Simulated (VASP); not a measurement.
A run of VASP 6.6.1:

POSCAR

```
K
1.0
   -2.6754165667      2.6754165667      2.6754165667
    2.6754165667     -2.6754165667      2.6754165667
    2.6754165667      2.6754165667     -2.6754165667
K
1
Direct
    0.0000000000      0.0000000000      0.0000000000
```

The input INCAR.step1:

```
SYSTEM = K
  PREC = Accurate
  ENCUT = 520
  ISMEAR = 0
  SIGMA = 0.1
  LREAL = .FALSE.
  LASPH = .TRUE.
  NELM = 80
  NBANDS = 10
  GGA = PE
  ALGO = Normal
  EDIFF = 1E-4
  LWAVE = .TRUE.
  LCHARG = .FALSE.
```

The input INCAR.step2:

```
SYSTEM = K
  PREC = Accurate
  ENCUT = 520
  EDIFF = 1E-6
  ISMEAR = 0
  SIGMA = 0.1
  LREAL = .FALSE.
  LASPH = .TRUE.
  NELM = 80
  ALGO = Normal
  ISIF = 2
  LWAVE = .FALSE.
  LCHARG = .FALSE.
  METAGGA = R2SCAN
  LMIXTAU = .TRUE.
  NBANDS = 10
  ISTART = 1
```

File KPOINTS:

```
Automatic mesh
0
G
  6 6 6
  0 0 0
```

Potentials or basis: VASP PAW PBE potentials, release 64 (K_sv).

Run with:

```bash
$ cat potpaw_PBE.64/K_sv/POTCAR > POTCAR
$ cp INCAR.step1 INCAR
$ mpirun -np 1 vasp_std > vasp.out
$ cp INCAR.step2 INCAR
$ mpirun -np 1 vasp_std > vasp.out
```

Hardware: 1 thread of Intel(R) Xeon(R) Platinum 8488C (Sapphire Rapids), on a shared host.

Estimate the wall time of this run.

It took 35 s on 1 thread of Intel(R) Xeon(R) Platinum 8488C (Sapphire Rapids) (shared host), peak memory 0.2 GiB. Counts: k points 16.
